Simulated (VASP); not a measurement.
In3BAs4:

```xyz
8
Lattice="5.6230 0.0000 0.0000 0.0000 5.6230 0.0000 0.0000 0.0000 5.6230" Properties=species:S:1:pos:R:3 pbc="T T T"
B     0.0000    0.0000    0.0000
As    1.4058    1.4058    1.4058
As    4.2173    4.2173    1.4058
As    4.2173    1.4058    4.2173
As    1.4058    4.2173    4.2173
In    2.8115    2.8115    0.0000
In    2.8115    0.0000    2.8115
In    0.0000    2.8115    2.8115
```

```yaml
Program: VASP 6.6.1
Task: relaxation of cell and atoms
Functional: PBE
Potentials_or_basis: VASP PAW PBE potentials, release 64 (B, As, In_d)
Cutoff: 600 eV
k_mesh: 4 × 4 × 4
Occupations: fermi-dirac, width 0.02 eV
Spin: no spin polarisation
```

At the start: pressure 15.1 GPa; volume 22.22 Å³/atom.

Task: Where does the relaxation end?

Result: Over 12 steps the energy falls by 416.8 meV/atom and the volume is 24.96 Å³/atom (+12.3 %); space group P-43m (No. 215, to 0.1 Å) before and after.

The path:
```tsv
step	energy change (eV)	largest force (eV/Å)	pressure (GPa)	volume (Å³)
1	0.0000	3.6067	15.07	177.79
2	-2.0234	0.9157	-6.28	237.19
3	-2.3534	1.4751	-2.79	217.41
4	-2.9043	1.1208	-2.04	210.03
5	-3.3066	0.2757	1.24	195.81
6	-3.3288	0.1645	0.18	199.11
7	-3.3317	0.0620	0.42	198.29
8	-3.3313	0.0143	0.54	197.92
9	-3.3326	0.0812	-0.17	200.25
10	-3.3337	0.0429	0.10	199.29
11	-3.3341	0.0091	0.01	199.62
12	-3.3342	0.0018	-0.01	199.68
```

Final structure:
```xyz
8
Lattice="5.8449 0.0000 0.0000 0.0000 5.8449 0.0000 0.0000 0.0000 5.8449" Properties=species:S:1:pos:R:3 pbc="T T T"
B     0.0000    0.0000    0.0000
As    1.2581    1.2581    1.2581
As    4.5868    4.5868    1.2581
As    4.5868    1.2581    4.5868
As    1.2581    4.5868    4.5868
In    2.9225    2.9225    0.0000
In    2.9225    0.0000    2.9225
In    0.0000    2.9225    2.9225
```
